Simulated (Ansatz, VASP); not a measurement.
Te2Mo in VASP and in Ansatz

```
Te Mo
1.0
    -3.56355    0.00000    0.00000
    -1.78177   -3.08612    0.00000
    -2.67266   -1.54306   14.72622
Te Mo
4 2
Cartesian
  -1.7818 -1.0287 9.2552
  -3.5635 -2.0574 1.8921
  -1.7818 -1.0287 12.8341
  -3.5635 -2.0574 5.4710
  -1.7818 -1.0287 3.6816
  -3.5635 -2.0574 11.0447
```

Alike in both runs: task single point; functional r2SCAN; k mesh 9 × 9 × 2; occupations gaussian, width 0.05 eV; no spin polarisation.

```csv
,VASP,Ansatz
version,VASP 6.6.1,Ansatz 0.2.0
potentials or method,"VASP PAW PBE potentials, release 64 (Te, Mo_sv), cutoff 520 eV","scalar-relativistic, plane waves, PAW"
valence electrons in the cell,52,92
```

|  | VASP | Ansatz | Ansatz less VASP |
| --- | --- | --- | --- |
| gap on the k mesh at the Fermi level (eV) | 1.03 | 1.04 | +0.009 |
| least direct gap on the mesh (eV) | 1.08 | 1.08 | -0.002 |
| pressure (GPa) | 0.4 | 0.3 | -0.11 |
| traceless stress, the component that is largest in VASP (GPa) | 0.44 | 0.39 | -0.057 |
| rms of the force components (eV/Å) | 0.042 | 0.049 | +0.0064 |

VASP's potentials were made for PBE, not for r2SCAN. Atom by atom the forces differ by 0.012 eV/Å (rms over components). VASP's potentials hold 52 valence electrons a cell and Ansatz's 92, so a difference there can come from the potentials and not from the codes.

Spin-orbit coupling is off throughout.
